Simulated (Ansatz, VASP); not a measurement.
# V in VASP and in Ansatz

The input INCAR:

```
SYSTEM = V
  PREC = Accurate
  ENCUT = 520
  EDIFF = 1E-7
  ISMEAR = -1
  SIGMA = 0.1
  LREAL = .FALSE.
  LASPH = .TRUE.
  NELM = 60
  ALGO = Normal
  ISIF = 2
  LWAVE = .FALSE.
  LCHARG = .FALSE.
  GGA = RE
  NBANDS = 12
```

File KPOINTS:

```
regular mesh
0
G
  24 24 24
  0 0 0
```

POSCAR

```
V
1.0
   -1.4875182451      1.4875182451      1.4875182451
    1.4875182451     -1.4875182451      1.4875182451
    1.4875182451      1.4875182451     -1.4875182451
V
1
Direct
    0.0000000000      0.0000000000      0.0000000000
```

Input for Ansatz:

```yaml
crystal:
  lattice:
    - [-1.4875182451, 1.4875182451, 1.4875182451]
    - [1.4875182451, -1.4875182451, 1.4875182451]
    - [1.4875182451, 1.4875182451, -1.4875182451]
  atoms:
    - { symbol: V, position: [0.0, 0.0, 0.0] }
hamiltonian:
  xc: revpbe
  pseudopotentials:
    kind: paw
    azcp:
      V: "pseudopotentials/V.paw.azcp"
basis:
  ecutwfc: 420
  fft_grid_basis: typed
kpoints:
  mp_grid: { grid: [24, 24, 24], shift: [0, 0, 0] }
magnetization:
  spin_polarized: false
scf:
  occupations: { method: fermi_dirac, width: 0.1 }
output:
  stress: true
```

Alike in both runs: task single point; functional revPBE; k mesh 24 × 24 × 24; occupations fermi-dirac, width 0.1 eV; no spin polarisation.

```csv
,VASP,Ansatz
version,VASP 6.6.1,Ansatz 0.2.0
potentials or method,"VASP PAW PBE potentials, release 64 (V_sv), cutoff 520 eV","plane waves (420 eV) with PAW, scalar-relativistic"
valence electrons in the cell,13,13
```

|  | VASP | Ansatz | Ansatz less VASP |
| --- | --- | --- | --- |
| pressure (GPa) | 8.0 | 7.7 | -0.27 |

VASP's potentials were made for PBE, not for revPBE. With one functional, cell and mesh, what is left measures potentials, basis and numerics.
